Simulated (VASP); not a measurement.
Set up this calculation in VASP 6.6.1, as the native input.

```
Task                   : single point
Functional             : LDA
Potentials or basis    : VASP PAW LDA potentials, release 64 (Cu)
Cutoff                 : 520 eV
k mesh                 : 13 × 13 × 7
Occupations            : fermi-dirac, width 0.1 eV
Spin                   : no spin polarisation
Dipole correction      : no
Further INCAR settings : ALGO = Normal; EDIFF = 1e-07; NBANDS = 18
```

The structure of Cu lies in POSCAR:

```
Cu
1.0
    2.5918975270      0.0000000000      0.0000000000
   -1.2959482521      2.2446487162      0.0000000000
    0.0000000000      0.0000000000      4.2063751327
Cu
2
Direct
    0.3333333333      0.6666666667      0.2500000000
    0.6666666667      0.3333333333      0.7500000000
```

One way to write it, as run:

INCAR

```
  PREC = Accurate
  ENCUT = 520
  EDIFF = 1E-7
  ISMEAR = -1
  SIGMA = 0.1
  LREAL = F
  LASPH = T
  NELM = 60
  ALGO = Normal
  ISIF = 2
  LWAVE = F
  LCHARG = F
  NBANDS = 18
```

KPOINTS

```
Automatic mesh
0
Gamma
  13 13 7
```

Potentials or basis: VASP PAW LDA potentials, release 64 (Cu).

Run with:

```sh
$ cat potpaw_LDA.64/Cu/POTCAR > POTCAR
$ mpirun -np 1 vasp_std > vasp.out
```

Results of the run:

```json
{"Pressure": "-15.6 GPa", "Band gap on the k mesh": "zero (band 11 reaches 9.83 eV, above the bottom of band 12 at 5.03 eV)"}
```

It took 28 s on 1 thread of Intel(R) Xeon(R) Platinum 8488C (Sapphire Rapids) (shared host), peak memory 0.14 GiB.
